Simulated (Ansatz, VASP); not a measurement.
CdTe: VASP beside Ansatz

```
Cd Te
1.0
     0.00000    3.28211    3.28211
     3.28211    0.00000    3.28211
     3.28211    3.28211    0.00000
Cd Te
1 1
Direct
  0.00000 0.00000 0.00000
  0.25000 0.25000 0.25000
```

Alike in both runs: task single point; functional LDA; k mesh 6 × 6 × 6; occupations gaussian, width 0.1 eV; no spin polarisation.

|  | VASP | Ansatz |
| --- | --- | --- |
| version | VASP 6.6.1 | Ansatz 0.2.0 |
| potentials or method | VASP PAW LDA potentials, release 64 (Cd, Te), cutoff 500 eV | scalar-relativistic, plane waves, PAW |
| valence electrons in the cell | 18 | 36 |

|  | VASP | Ansatz | Ansatz less VASP |
| --- | --- | --- | --- |
| gap on the k mesh at the Fermi level (eV) | 0.43 | 0.40 | -0.038 |
| least direct gap on the mesh (eV) | 0.43 | 0.40 | -0.038 |
| pressure (GPa) | -2.6 | -2.8 | -0.20 |

LDA's correlation is that of Perdew and Zunger in VASP and of Perdew and Wang (1992) in Ansatz. VASP's potentials hold 18 valence electrons a cell and Ansatz's 36, so a difference there can come from the potentials and not from the codes.

Spin-orbit coupling is off throughout.
